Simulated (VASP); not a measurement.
Set up this calculation in VASP 6.6.1, as the native input.

```
Task                   : single point
Functional             : revPBE
Dispersion             : D3(BJ)
Potentials or basis    : VASP PAW PBE potentials, release 64 (Ti_sv, C)
Cutoff                 : 520 eV
k mesh                 : 11 × 11 × 11
Occupations            : fermi-dirac, width 0.05 eV
Spin                   : no spin polarisation
Dipole correction      : no
Further INCAR settings : ALGO = Normal; EDIFF = 1e-06; NBANDS = 15
```

The structure of TiC lies in POSCAR:

```
TiC
1.0
    0.0000000000      2.1942184125      2.1942184125
    2.1942184125      0.0000000000      2.1942184125
    2.1942184125      2.1942184125      0.0000000000
Ti C
1 1
Direct
    0.0000000000      0.0000000000      0.0000000000
    0.5000000000      0.5000000000      0.5000000000
```

These files were run (other wordings do the same):

INCAR

```
SYSTEM = TiC
PREC = Accurate
ENCUT = 520
EDIFF = 1E-6
ISMEAR = -1
SIGMA = 0.05
LREAL = .FALSE.
LASPH = .TRUE.
NELM = 80
ALGO = Normal
ISIF = 2
LWAVE = .FALSE.
LCHARG = .FALSE.
GGA = RE
IVDW = 12
NBANDS = 15
```

KPOINTS

```
regular mesh
0
G
  11 11 11
  0 0 0
```

Potentials or basis: VASP PAW PBE potentials, release 64 (Ti_sv, C).

Command:

```bash
$ cat potpaw_PBE.64/Ti_sv/POTCAR potpaw_PBE.64/C/POTCAR > POTCAR
$ mpirun -np 1 vasp_std > vasp.out
```

It gave:

The pressure is -18.5 GPa, the band gap on the k mesh is zero (band 8 reaches 9.73 eV, above the bottom of band 9 at 8.64 eV) and the dispersion energy per atom is -0.818 eV.

Caveat: the PAW data sets were made with another functional, which shifts forces and pressure a little; pairwise dispersion overbinds metals, which lowers pressure and volume.

Run time: 12 s on 1 thread of Intel(R) Xeon(R) Platinum 8259CL CPU @ 2.50GHz (Skylake/Cascade Lake) (shared host), peak memory 0.16 GiB.
